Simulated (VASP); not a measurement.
## GaS: electric field gradients with PBE

**Measured values to compare with.**

“Vapor-liquid-solid growth of highly-mismatched semiconductor nanowires with high-fidelity van der Waals layer stacking”, 2022, arxiv:2211.03366 quotes, for a bulk crystal of GaS at 77 K: band gap 2.59 eV (indirect).

The system is GaS.

```
Ga S
1.0
     3.58500    0.00000    0.00000
    -1.79250    3.10470    0.00000
     0.00000    0.00000   15.50000
Ga S
4 4
Direct
  0.33333 0.66667 0.17000
  0.66667 0.33333 0.67000
  0.33333 0.66667 0.33000
  0.66667 0.33333 0.83000
  0.33333 0.66667 0.60000
  0.66667 0.33333 0.10000
  0.33333 0.66667 0.90000
  0.66667 0.33333 0.40000
```

- Program: VASP 6.6.1
- Task: electric field gradients
- Functional: PBE
- Potentials or basis: VASP PAW PBE potentials, release 64 (Ga_d, S)
- Cutoff: 400 eV
- k mesh: 14 × 14 × 3
- Occupations: fermi-dirac, width 0.02 eV
- Spin: no spin polarisation
- Dipole correction: no
- Further INCAR settings: ALGO = Normal; EDIFF = 1e-08; NBANDS = 48

The pressure is 1.9 GPa, the largest force is 0.248 eV/Å and the band gap on the k mesh is 1.59 eV, indirect (least direct gap 1.66 eV).

Forces on the atoms (eV/Å):
```
Ga   0.000  0.000  0.248
Ga   0.000  0.000  0.248
Ga   0.000  0.000 -0.248
Ga   0.000  0.000 -0.248
S    0.000  0.000 -0.042
S    0.000  0.000 -0.042
S    0.000  0.000  0.042
S    0.000  0.000  0.042
```

Stress tensor (GPa, compression positive):
```
2.24 0.00 0.00
0.00 2.24 0.00
0.00 0.00 1.33
```

Levels at points of the mesh, in eV from the valence-band top:
| k point | band 35 | band 36 | band 37 | band 38 | band 39 | band 40 | band 41 | band 42 |
| --- | --- | --- | --- | --- | --- | --- | --- | --- |
| (0.00, 0.00, 0.00) | -1.44 | -1.42 | -1.42 | 0.00 | 1.66 | 2.36 | 2.85 | 3.05 |
| (0.50, 0.00, 0.00) | -2.58 | -2.38 | -2.18 | -1.63 | 1.59 | 1.69 | 2.08 | 2.37 |

Electric field gradients, principal values (V/Å²):
| atom | least | middle | greatest (by size) |
| --- | --- | --- | --- |
| 1 Ga | 34.538 | 34.547 | -69.086 |
| 2 Ga | 34.538 | 34.547 | -69.086 |
| 3 Ga | 34.538 | 34.547 | -69.086 |
| 4 Ga | 34.538 | 34.547 | -69.086 |
| 5 S | 27.078 | 27.078 | -54.156 |
| 6 S | 27.078 | 27.078 | -54.156 |
| 7 S | 27.078 | 27.078 | -54.156 |
| 8 S | 27.078 | 27.078 | -54.156 |

It took 7.6 min on 1 thread of Intel Xeon 8259CL, with other jobs on the host, peak memory 0.36 GiB.

Against the measured gap of GaS, 2.59 eV (indirect; 77 K; quoted in “Vapor-liquid-solid growth of highly-mismatched semiconductor nanowires with high-fidelity van der Waals layer stacking”, 2022, arxiv:2211.03366), the calculated 1.59 eV is off by -1.00 eV. 2 values of this kind are on record (2.53 to 2.59 eV); this one was drawn at random. Spin-orbit coupling on Ga is left out. The value is that of PBE on a finite k mesh, which can miss the band edges, without temperature or zero-point motion. Semilocal functionals fall short of measured gaps as a rule.

Caveat: without QUAD_EFG the Cq values of the log hold for a quadrupole moment of 1 mb, not for the nuclei; this functional lacks dispersion, which binds the layers, so the pressure and a relaxed spacing across them are unreliable.
